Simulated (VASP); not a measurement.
Runs of VASP 6.6.1 on V. The structure is that of space group Im-3m (No. 229), or close to it. The cells are those of the table. 

```csv
task,cell,k mesh,cutoff (eV),smearing,gap on the mesh (eV),pressure (GPa)
single point,"a = 2.596 Å, angles 109.5°, 1 atom",20 × 20 × 20,520,gaussian 0.1 eV,none,0.2
single point,"a = 2.487 Å, angles 109.5°, 1 atom",20 × 20 × 20,520,gaussian 0.1 eV,none,(a)
single point,"a = 2.647 Å, angles 109.5°, 1 atom",20 × 20 × 20,520,gaussian 0.1 eV,none,(b)
relaxation of cell and atoms,"relaxed from a = 2.623 Å, angles 109.5°, 1 atom",20 × 20 × 20,600,gaussian 0.1 eV,none,0.0
single point,"a = 2.623 Å, angles 109.5°, 1 atom",8 × 8 × 8,500,gaussian 0.1 eV,none,-6.4
single point,"a = 2.679 Å, angles 109.5°, 1 atom",20 × 20 × 20,520,gaussian 0.1 eV,none,-14.3
single point,"a = 2.599 Å, angles 109.5°, 1 atom",20 × 20 × 20,500,fermi-dirac 0.15 eV,none,0.1
single point,"a = 2.623 Å, angles 109.5°, 1 atom",20 × 20 × 20,520,gaussian 0.1 eV,none,-5.2
```

Alike in all rows: level PBE; potentials or basis VASP PAW PBE potentials, release 64 (V_sv); no spin polarisation.

Question: Fill in the values left out.

Answer: (a) 30.0; (b) -9.4.

Caveats: some runs use coarse meshes.

A gap of «none» marks levels without a gap at the run's occupations.
